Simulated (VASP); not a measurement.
# NdAl2S (P4/mmm) in VASP: relaxation of cell and atoms with PBE

Aim: the relaxation of cell and atoms of NdAl2S with PBE.

Everything below comes from runs of VASP 6.6.1. Logs are shortened: lines on timing, memory, paths and dates and some standing lists are left out, and cuts for length are marked.

## 1. The cell of the first run

The structure is tetragonal, space group P4/mmm (No. 123). The conventional cell has a = 4.048 Å, b = 4.048 Å, c = 5.160 Å, α = 90.00°, β = 90.00°, γ = 90.00°. Nd (site symmetry 4/mmm) has 4 S at 2.86 Å and 8 Al at 3.28 Å within 3.8 Å. Within 3.8 Å of Al (site symmetry mmm) lie 4 Al at 2.86 Å and 4 Nd at 3.28 Å and 4 S at 3.28 Å. Within 3.8 Å of S (site symmetry 4/mmm) lie 4 Nd at 2.86 Å and 8 Al at 3.28 Å.

The cell was built from a structure type or drawn by symmetry, and may not be a known phase.

## 2. Relaxation of cell and atoms, PBE

The input, INCAR:

```
SYSTEM = NdAl2S
PREC = Accurate
ENCUT = 500
EDIFF = 1E-7
ISMEAR = 0
SIGMA = 0.1
LREAL = .FALSE.
LASPH = .TRUE.
NELM = 200
ALGO = Normal
ISIF = 3
LWAVE = .FALSE.
LCHARG = .FALSE.
GGA = PE
IBRION = 2
NSW = 100
EDIFFG = -0.01
GGA_COMPAT = .FALSE.
NELMIN = 4
LMAXMIX = 6
```

The input, KPOINTS:

```
regular mesh
0
G
  12 12 10
  0 0 0
```

The input, POSCAR:

```
NdAl2S
1.0
    4.0478820978      0.0000000000      0.0000000000
    0.0000000000      4.0478820978      0.0000000000
    0.0000000000      0.0000000000      5.1595321000
Nd Al S
1 2 1
Direct
    0.0000000000      0.0000000000      0.0000000000
    0.5000000000      0.0000000000      0.5000000000
    0.0000000000      0.5000000000      0.5000000000
    0.5000000000      0.5000000000      0.0000000000
```

Potentials or basis: VASP PAW PBE potentials, release 64 (Nd_3, Al, S), 4f in core.

Run with:

```bash
cat potpaw_PBE.64/Nd_3/POTCAR potpaw_PBE.64/Al/POTCAR potpaw_PBE.64/S/POTCAR > POTCAR
mpirun -np 1 vasp_std > vasp.out
```

OUTCAR:

```text
SYSTEM = NdAl2S
   PREC = Accurate
   ENCUT = 500
   EDIFF = 1E-7
   ISMEAR = 0
   LREAL = .FALSE.
   LASPH = .TRUE.
   NELM = 200
   ISIF = 3
   GGA = PE
   IBRION = 2
   NSW = 100
   EDIFFG = -0.01
   NELMIN = 4

 ion  position               nearest neighbor table
   1  0.000  0.000  0.000-   4 2.86   4 2.86   4 2.86   4 2.86   3 3.28   3 3.28   3 3.28   3 3.28
                             2 3.28   2 3.28   2 3.28   2 3.28
   2  0.500  0.000  0.500-   3 2.86   3 2.86   3 2.86   3 2.86   1 3.28   1 3.28   1 3.28   1 3.28

   3  0.000  0.500  0.500-   2 2.86   2 2.86   2 2.86   2 2.86   1 3.28   1 3.28   1 3.28   1 3.28

   4  0.500  0.500  0.000-   1 2.86   1 2.86   1 2.86   1 2.86

  LATTYP: Found a simple tetragonal cell.
 ALAT       =     4.0478820978
 C/A-ratio  =     1.2746250941

  Lattice vectors:

 A1 = (   4.0478820978,   0.0000000000,   0.0000000000)
 A2 = (   0.0000000000,   4.0478820978,   0.0000000000)
 A3 = (   0.0000000000,   0.0000000000,   5.1595321000)

Analysis of symmetry for initial positions (statically):
=====================================================================
 Subroutine PRICEL returns:
 Original cell was already a primitive cell.

 Routine SETGRP: Setting up the symmetry group for a
 simple tetragonal supercell.

 Subroutine GETGRP returns: Found 16 space group operations
 (whereof 16 operations were pure point group operations)
 out of a pool of 16 trial point group operations.

The static configuration has the point symmetry D_4h.

Analysis of symmetry for dynamics (positions and initial velocities):
=====================================================================
 Subroutine PRICEL returns:
 Original cell was already a primitive cell.

 Routine SETGRP: Setting up the symmetry group for a
 simple tetragonal supercell.

 Subroutine GETGRP returns: Found 16 space group operations
 (whereof 16 operations were pure point group operations)
 out of a pool of 16 trial point group operations.

The dynamic configuration has the point symmetry D_4h.

 Subroutine INISYM returns: Found 16 space group operations
 (whereof 16 operations are pure point group operations),
 and found     1 'primitive' translations

----------------------------------------------------------------------------------------

                                     Primitive cell

  volume of cell :      84.5407

  direct lattice vectors                    reciprocal lattice vectors
     4.047882098  0.000000000  0.000000000     0.247042768  0.000000000  0.000000000
     0.000000000  4.047882098  0.000000000     0.000000000  0.247042768  0.000000000
     0.000000000  0.000000000  5.159532100     0.000000000  0.000000000  0.193816025
[... 107 lines left out ...]
     AMIX     =   0.40;   BMIX     =  1.00
     AMIX_MAG =   1.60;   BMIX_MAG =  1.00
  volume/ion in A,a.u.               =      21.14       142.63
  Fermi-wavevector in a.u.,A,eV,Ry     =   1.060788  2.004599 15.310256  1.125272
  Thomas-Fermi vector in A             =   2.196182
   LORBIT       =      0    0 simple, 1 ext, 2 COOP (PROOUT), +10 PAW based schemes
   GGA     = PE    functional components
   LHFCALC =     F    Hartree Fock is set to
   AEXX    =    0.0000 exact exchange contribution
   IVDW    =     0    specifies the selected vdW correction
   LEPSILON=     F    determine dielectric tensor
   LRPA    =     F    only Hartree local field effects (RPA)
 conjugate gradient relaxation of ions
 non-spin polarized calculation
 Gauss-broadening in eV      SIGMA  =   0.10
  energy-cutoff  :      500.00
  volume of cell :       84.54
 maximum number of plane-waves:      2187
 NGX is ok and might be reduce to    30
   NGX = 15   NGY = 15   NGZ = 19

--------------------------------------- Ionic step        1  -------------------------------------------

 number of electron      22.9999998 magnetization

 Free energy of the ion-electron system (eV)
  ---------------------------------------------------
  ext. energy  EPLUGINS =         0.00000000
  ---------------------------------------------------
  free energy    TOTEN  =       -18.47468657 eV

  energy without entropy =      -18.45978465  energy(sigma->0) =      -18.46723561

------------------------ aborting loop because EDIFF is reached ----------------------------------------

  FORCE on cell =-STRESS in cart. coord.  units (eV):
  Direction    XX          YY          ZZ          XY          YZ          ZX
  --------------------------------------------------------------------------------------
  -------------------------------------------------------------------------------------
  Total       -0.1722025     -0.1722025      0.7897652      0.0000000      0.0000000      0.0000000
  in kB       -3.2635029     -3.2635029     14.9672683      0.0000000      0.0000000      0.0000000
  external PRESSURE =       2.8134209 kB  Pullay stress =       0.0000000 kB
[... 63 lines left out ...]
--------------------------------------- Ionic step        3  -------------------------------------------

 number of electron      22.9999999 magnetization

 E-fermi :   5.7657     XC(G=0): -10.0212

 val. band max:        5.7533064812   @ k =   0.2500   0.0833   0.0000
 cond. band min:       5.7709215417   @ k =   0.0833   0.0000   0.2000
 fundamental gap:      0.0176150604
 Fermi energy:         5.7657006866

 k-point     1 :       0.0000    0.0000    0.0000
  band No.  band energies     occupation
      1     -32.1513      2.00000
      2     -13.3629      2.00000
      3     -13.2879      2.00000
      4     -13.2879      2.00000
      5      -7.7128      2.00000
      6      -1.6730      2.00000
      7       1.4565      2.00000
      8       2.9840      2.00000
      9       2.9840      2.00000
     10       3.9285      2.00000
     11       6.5723      0.00000
     12       6.5723      0.00000
     13       7.2997      0.00000
     14       7.2997      0.00000
[... 642 lines left out ...]
--------------------------------------- Ionic step        9  -------------------------------------------

 number of electron      23.0000002 magnetization

 Free energy of the ion-electron system (eV)
  ---------------------------------------------------
  ext. energy  EPLUGINS =         0.00000000
  ---------------------------------------------------
  free energy    TOTEN  =       -18.60464348 eV

  energy without entropy =      -18.59184662  energy(sigma->0) =      -18.59824505

 E-fermi :   5.2125     XC(G=0):  -9.7643

 val. band max:        5.2086676231   @ k =   0.3333   0.3333   0.1000
 cond. band min:       5.2153782506   @ k =   0.2500   0.0833   0.4000
 fundamental gap:      0.0067106274
 Fermi energy:         5.2124828132

 k-point     1 :       0.0000    0.0000    0.0000
  band No.  band energies     occupation
      1     -32.7123      2.00000
      2     -13.9010      2.00000
      3     -13.8137      2.00000
      4     -13.8137      2.00000
      5      -8.0797      2.00000
      6      -2.4057      2.00000
      7       1.0650      2.00000
      8       2.8044      2.00000
      9       2.8044      2.00000
     10       3.8566      2.00000
     11       6.0364      0.00000
     12       6.0364      0.00000
     13       7.1448      0.00000
     14       7.1448      0.00000
[... 446 lines left out ...]
  FREE ENERGIE OF THE ION-ELECTRON SYSTEM (eV)
  ---------------------------------------------------
  free  energy   TOTEN  =       -18.6046434781 eV

  energy  without entropy=      -18.5918466232  energy(sigma->0) =      -18.59824505

 reached required accuracy - stopping structural energy minimisation
```

Wall time 12 min (1 thread of AMD EPYC 9R45 (Zen 5), shared host); peak memory 0.34 GiB.

Results:

| Property | Result |
| --- | --- |
| Free energy | -18.6046 eV |
| Relaxed volume | 22.79 Å³/atom |
| Relaxed cell | a = 3.938 Å, b = 3.938 Å, c = 5.880 Å, α = 90.00°, β = 90.00°, γ = 90.00° |
| Space group after relaxing (to 0.1 Å) | P4/mmm (No. 123) |
| Energy gained by relaxing | 32.5 meV/atom |
| Ionic steps | 9 |
| Pressure after relaxing | 0.0 GPa |
| Band gap on the k mesh | zero (an odd number of electrons rules out a gap without spin polarisation) |

Step by step:
```
step  energy change (eV)  largest force (eV/Å)  pressure (GPa)  volume (Å³)
   1              0.0000                0.0000            0.28        84.54
   2             -0.0087                0.0000            0.22        84.99
   3             -0.0403                0.0000            0.08        86.31
   4             -0.1040                0.0000            0.22        88.79
   5             -0.0659                0.0000            1.84        93.13
   6             -0.1286                0.0000            0.55        90.54
   7             -0.1288                0.0000            0.51        90.39
   8             -0.1100                0.0000           -1.97        94.54
   9             -0.1300                0.0000            0.00        91.18
```

Final structure:
```xyz
4
Lattice="3.9379 0.0000 0.0000 0.0000 3.9379 0.0000 0.0000 0.0000 5.8797" Properties=species:S:1:pos:R:3 pbc="T T T"
Nd    0.0000    0.0000    0.0000
Al    1.9689    0.0000    2.9399
Al    0.0000    1.9689    2.9399
S     1.9689    1.9689    0.0000
```

Levels at points of the mesh, in eV from the Fermi level:
| k point | band 8 | band 9 | band 10 | band 11 | band 12 | band 13 | band 14 | band 15 |
| --- | --- | --- | --- | --- | --- | --- | --- | --- |
| (0.00, 0.00, 0.00) | -2.41 | -2.41 | -1.36 | 0.82 | 0.82 | 1.93 | 1.93 | 2.10 |
| (0.50, 0.00, 0.00) | -4.47 | -4.25 | -4.20 | 0.20 | 1.95 | 2.61 | 2.69 | 3.09 |
| (0.50, 0.50, 0.00) | -3.36 | -2.98 | -2.35 | -2.03 | -2.03 | -1.06 | -1.06 | 3.96 |
| (0.00, 0.00, 0.50) | -2.34 | -2.34 | -2.19 | -1.12 | -0.13 | -0.13 | 1.60 | 2.12 |
| (0.50, 0.00, 0.50) | -5.30 | -4.18 | -1.76 | -0.43 | 0.70 | 1.40 | 2.48 | 2.64 |
| (0.50, 0.50, 0.50) | -3.93 | -3.16 | -3.16 | -2.71 | -0.38 | 0.96 | 2.24 | 2.24 |

Caveat: spin-orbit coupling is left out, which moves the levels of the heavy elements; the 4f electrons are frozen in the core, so they carry no moment and show no levels; the run has no spin polarisation, though such a crystal can be magnetic. Spin polarisation is off, so any magnetic state and its effect on volume and gap are missing.
